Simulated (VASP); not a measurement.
Set up this calculation in VASP 6.6.1, as the native input.

* Task: single point
* Functional: PBE
* Potentials or basis: VASP PAW PBE potentials, release 64 (C, O)
* Cutoff: 520 eV
* k mesh: 1 × 1 × 1
* Occupations: fermi-dirac, width 0.02 eV
* Spin: no spin polarisation
* Dipole correction: no
* Further INCAR settings: LREAL = Auto; ALGO = Normal; EDIFF = 1e-06; NBANDS = 101

The structure of CO2 lies in POSCAR:

```
CO2
1.0
    8.4061180000      0.0000000000      0.0000000000
    0.0000000000      8.4061180000      0.0000000000
    0.0000000000      0.0000000000      8.4061180000
C O
10 20
Direct
    0.0851410456      0.0419048847      0.9435776496
    0.4299658734      0.7979193852      0.2422191047
    0.5202423945      0.1260165156      0.7598474867
    0.8192398872      0.7424445696      0.6748337140
    1.0203197684      0.5883363029      0.2736775051
    0.4175361883      0.2482468121      0.3751422678
    0.6950730808      0.3855522713      0.0788970909
    0.4379295106      0.6582400024      0.8100932560
    0.0963808238      0.4500562993      0.6927967499
   -0.0313455337      0.0842233150      0.3766968685
    0.1016507487      0.1271700728      1.0523353266
    0.0677901056     -0.0438694558      0.8354034357
    0.4501076513      0.7639662608      0.3755540514
    0.4094052007      0.8305557388      0.1083665494
    0.4156565112      0.1479432361      0.8488022032
    0.6247502235      0.1048206540      0.6702667671
    0.8026551619      0.6891091189      0.8025379840
    0.8354051549      0.7927851802      0.5462395406
    1.0462940746      0.7091194593      0.2095920714
    0.9949678968      0.4666424667      0.3364892434
    0.4558881444      0.1591630581      0.2755509951
    0.3793594705      0.3383027187      0.4743398794
    0.7414440120      0.3003330934     -0.0207049283
    0.6502226380      0.4721567668      0.1784676334
    0.4281265138      0.5355494582      0.8755107614
    0.4488278651      0.7797744548      0.7437743439
    0.0524533176      0.3232605949      0.7289730989
    0.1383143233      0.5781552872      0.6569640207
   -0.1587355091      0.1075688562      0.3259150431
    0.0961228562      0.0612301217      0.4277181863
```

These files were run (other wordings do the same):

INCAR

```
ALGO     = Normal         # electronic algorithm
EDIFF    = 1E-6           # SCF threshold, eV
ENCUT    = 520            # plane-wave cutoff, eV
GGA      = PE             # functional
ISIF     = 2              # what is computed and relaxed
ISMEAR   = -1             # smearing method
LASPH    = T              # aspherical terms in the spheres
LCHARG   = F              # write CHGCAR
LREAL    = Auto         
LWAVE    = F              # write WAVECAR
NBANDS   = 101            # bands
NELM     = 100            # most SCF steps
PREC     = Accurate       # precision mode
SIGMA    = 0.02           # smearing width, eV
```

KPOINTS

```
k-points
0
Gamma
  1 1 1
```

Potentials or basis: VASP PAW PBE potentials, release 64 (C, O).

The run is started by

```bash
$ cat potpaw_PBE.64/C/POTCAR potpaw_PBE.64/O/POTCAR > POTCAR
$ mpirun -np 1 vasp_gam > vasp.out
```

It gave:

```
Pressure               : 1.5 GPa
Largest force          : 0.643 eV/Å
Band gap on the k mesh : 6.35 eV
```

Caveat: the k points lie up to 0.75 Å⁻¹ apart.

It took 2.6 min on 1 thread of AMD EPYC 7R13 Processor (Zen 3), on a shared host, peak memory 0.49 GiB.
